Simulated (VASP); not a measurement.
Al:

```
CELL_PARAMETERS angstrom
0.00000 2.02481 2.02481
2.02481 0.00000 2.02481
2.02481 2.02481 0.00000
ATOMIC_POSITIONS crystal
Al 0.00000 0.00000 0.00000
```

* Program: VASP 6.6.1
* Task: relaxation of cell and atoms
* Functional: r2SCAN
* Potentials or basis: VASP PAW PBE potentials, release 64 (Al)
* Cutoff: 550 eV
* k mesh: 9 × 9 × 9
* Occupations: fermi-dirac, width 0.1 eV
* Spin: no spin polarisation

At the start: pressure -3.6 GPa; volume 16.60 Å³/atom.

Task: Where does the relaxation end?

Result: Over 3 steps the energy falls by 8.4 meV/atom and the volume is 15.89 Å³/atom (-4.3 %); space group Fm-3m (No. 225, to 0.1 Å) before and after.

Step by step:
| step | energy change (eV) | largest force (eV/Å) | pressure (GPa) | volume (Å³) |
| --- | --- | --- | --- | --- |
| 1 | 0.0000 | 0.0000 | -3.58 | 16.60 |
| 2 | -0.0079 | 0.0000 | 1.00 | 15.73 |
| 3 | -0.0084 | 0.0000 | 0.03 | 15.89 |

Final structure:
```
Al
1.0
     0.00000    1.99542    1.99542
     1.99542    0.00000    1.99542
     1.99542    1.99542    0.00000
Al
1
Direct
  0.00000 0.00000 0.00000
```

Caveat: the PAW data sets were made with another functional, which shifts forces and pressure a little.
